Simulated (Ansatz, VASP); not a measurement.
# One calculation of BAs, two programs

INCAR

```
ALGO     = Normal         # electronic algorithm
EDIFF    = 1E-6           # SCF threshold, eV
ENCUT    = 520            # plane-wave cutoff, eV
GGA      = PE             # functional
ISIF     = 2              # what is computed and relaxed
ISMEAR   = 0              # smearing method
LASPH    = T              # aspherical terms in the spheres
LCHARG   = F              # write CHGCAR
LREAL    = F              # projectors in reciprocal space
LWAVE    = F              # write WAVECAR
NBANDS   = 11             # bands
NELM     = 100            # most SCF steps
PREC     = Accurate       # precision mode
SIGMA    = 0.05           # smearing width, eV
```

File KPOINTS:

```
k-points
0
Gamma
  12 12 12
```

POSCAR

```
BAs
1.0
    0.0000000000      2.3885000000      2.3885000000
    2.3885000000      0.0000000000      2.3885000000
    2.3885000000      2.3885000000      0.0000000000
B As
1 1
Direct
    0.0000000000      0.0000000000      0.0000000000
    0.2500000000      0.2500000000      0.2500000000
```

Input for Ansatz:

```yaml
crystal:
  lattice:
    - [0.0, 2.3885, 2.3885]
    - [2.3885, 0.0, 2.3885]
    - [2.3885, 2.3885, 0.0]
  atoms:
    - { symbol: B, position: [0.0, 0.0, 0.0] }
    - { symbol: As, position: [0.25, 0.25, 0.25] }
basis:
  ecutwfc: 420
  fft_grid_basis: typed
kpoints:
  mp_grid: { grid: [12, 12, 12] }
hamiltonian:
  xc: pbe
scf:
  occupations: { method: gaussian, width: 0.05 }
output:
  forces: true
  stress: true
  eigenvalues: true
  bader: true
  write_density: true
  volumetric_format: npy
  elf: true
```

Alike in both runs: task single point; functional PBE; k mesh 12 × 12 × 12; occupations gaussian, width 0.05 eV; no spin polarisation.

|  | VASP | Ansatz |
| --- | --- | --- |
| version | VASP 6.6.1 | Ansatz 0.2.0 |
| potentials or method | VASP PAW PBE potentials, release 64 (B, As), cutoff 520 eV | scalar-relativistic, plane waves, PAW |
| valence electrons in the cell | 8 | 18 |

|  | VASP | Ansatz | Ansatz less VASP |
| --- | --- | --- | --- |
| gap on the k mesh at the Fermi level (eV) | 1.18 | 1.19 | +0.009 |
| pressure (GPa) | 3.4 | 2.8 | -0.65 |

The functional is the same, so the differences come from potentials, cutoffs and numerics. VASP's potentials hold 8 valence electrons a cell and Ansatz's 18, so a difference there can come from the potentials and not from the codes.
